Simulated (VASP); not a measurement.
Ir:

```
Ir
1.0
     2.66333    0.00000    0.00000
    -1.33167    2.30651    0.00000
     0.00000    0.00000    4.31808
Ir
2
Direct
  0.66667 0.33333 0.75000
  0.33333 0.66667 0.25000
```

This isn't the form of Ir at room conditions, which is fcc.

Base run:

* Program: VASP 6.6.1
* Functional: PBEsol
* Potentials or basis: VASP PAW PBE potentials, release 64 (Ir)
* Cutoff: 520 eV
* k mesh: 21 × 21 × 12
* Occupations: gaussian, width 0.15 eV
* Spin: collinear spin
* Starting moments: [0.5, 0.5] μB
* Fixed moment: 1 μB

Its results: pressure 32.0 GPa; site moments Ir +0.49 μB.

Task: The run is repeated on the same cell with these changes: fixed moment from 1 μB to 0.6 μB; moments at the start from [0.5, 0.5] to [0.3, 0.3]. What comes out?

Result: Pressure 30.4 GPa; site moments Ir +0.29 μB.

Caveats: the cell stands under pressure; the PAW data sets were made with another functional, which shifts forces and pressure a little; the total moment is fixed, so each spin has its own Fermi level.
